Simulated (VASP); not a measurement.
Input of a VASP 6.6.1 run:

Contents of INCAR:

```
SYSTEM = Zr
  PREC = Accurate
  ENCUT = 520
  EDIFF = 1E-7
  ISMEAR = 0
  SIGMA = 0.1
  LREAL = .False.
  LASPH = .True.
  NELM = 80
  ALGO = Normal
  ISIF = 2
  LWAVE = .False.
  LCHARG = .True.
  GGA = PE
  LELF = .True.
  LVHAR = .True.
  NBANDS = 12
```

The input KPOINTS:

```
regular mesh
0
Gamma
  16 16 16
  0 0 0
```

The input POSCAR:

```
Zr
1.0
    0.0000000000      2.1646790454      2.1646790454
    2.1646790454      0.0000000000      2.1646790454
    2.1646790454      2.1646790454      0.0000000000
Zr
1
Direct
    0.0000000000      0.0000000000      0.0000000000
```

Potentials or basis: VASP PAW PBE potentials, release 64 (Zr_sv).

Launch:

```console
$ cat potpaw_PBE.64/Zr_sv/POTCAR > POTCAR
$ mpirun -np 1 vasp_std > vasp.out
```

(1) What does it give for the pressure?

(2) Predict the band gap on the k mesh.

Results:

(1) 15.0 GPa.

(2) zero (bands 6 and 7 overlap by 1.43 eV).

Caveat: the cell stands under pressure.
